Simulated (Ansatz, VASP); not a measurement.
One calculation of GaN, two programs

```
CELL_PARAMETERS angstrom
3.24399 0.00000 0.00000
-1.62200 2.80938 0.00000
0.00000 0.00000 5.28274
ATOMIC_POSITIONS crystal
Ga 0.33333 0.66667 0.99906
Ga 0.66667 0.33333 0.49906
N 0.33333 0.66667 0.37594
N 0.66667 0.33333 0.87594
```

Alike in both runs: functional RPBE; k mesh 12 × 12 × 4; no spin polarisation.

Ansatz relaxed the structure, and its values are those at the end. VASP's run is a single point on that final structure, the one shown.

|  | VASP | Ansatz |
| --- | --- | --- |
| version | VASP 6.6.1 | Ansatz 0.2.0 |
| potentials or method | VASP PAW PBE potentials, release 64 (Ga_d, N), cutoff 520 eV | plane waves, PAW |
| occupations | gaussian, width 0.01 eV | fixed |
| valence electrons in the cell | 36 | 36 |

```tsv
	VASP	Ansatz	Ansatz less VASP
pressure (GPa)	-0.1	0.0	+0.08
```

VASP's potentials were made for PBE, not for RPBE.
